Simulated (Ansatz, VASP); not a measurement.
# One calculation of Hf, two programs

INCAR

```
PREC = Accurate
ENCUT = 600
EDIFF = 1E-6
ISMEAR = 0
SIGMA = 0.1
LREAL = False
LASPH = True
NELM = 80
ALGO = Fast
ISIF = 3
LWAVE = False
LCHARG = False
GGA = PS
IBRION = 2
NSW = 100
EDIFFG = -0.01
```

The input KPOINTS:

```
Automatic mesh
0
Gamma
  20 20 20
```

Contents of POSCAR:

```
Hf
1.0
    2.8566409408      0.0000000000      0.0000000000
    0.0000000000      2.8566409408      0.0000000000
    0.0000000000      0.0000000000      2.8566409408
Hf
1
Direct
    0.0000000000      0.0000000000      0.0000000000
```

Input for Ansatz:

```yaml
crystal:
  lattice:
    - [2.8566409408, 0.0, 0.0]
    - [0.0, 2.8566409408, 0.0]
    - [0.0, 0.0, 2.8566409408]
  atoms:
    - { symbol: Hf, position: [0.0, 0.0, 0.0] }
basis:
  ecutwfc: 420
kpoints:
  mp_grid: { grid: [20, 20, 20] }
hamiltonian:
  xc: pbesol
scf:
  occupations: { method: gaussian, width: 0.1 }
output:
  forces: true
  stress: true
  eigenvalues: true
relax:
  adjacent_minimum: "off"
  f_tol: 0.01
  max_steps: 80
  cell: { stress_tol: 0.05 }
```

Alike in both runs: task relaxation of cell and atoms; functional PBEsol; k mesh 20 × 20 × 20; occupations gaussian, width 0.1 eV; no spin polarisation.

|  | VASP | Ansatz |
| --- | --- | --- |
| version | VASP 6.6.1 | Ansatz 0.2.0 |
| potentials or method | VASP PAW PBE potentials, release 64 (Hf_pv), cutoff 600 eV | scalar-relativistic, plane waves, PAW |
| valence electrons in the cell | 10 | 26 |

|  | VASP | Ansatz | Ansatz less VASP |
| --- | --- | --- | --- |
| gap on the k mesh at the Fermi level, each at its own relaxed structure (eV) | none | none | - |
| relaxed volume (Å³/atom) | 23.45 | 23.52 | +0.078 |
| relaxed cell length with the largest relative difference (Å) | 2.862 | 2.865 | +0.0032 |

VASP's potentials were made for PBE, not for PBEsol. A gap of «none» marks a metal or a gap that the smearing closes. VASP's potentials hold 10 valence electrons a cell and Ansatz's 26, so a difference there can come from the potentials and not from the codes.

Neither program's run includes spin-orbit coupling.
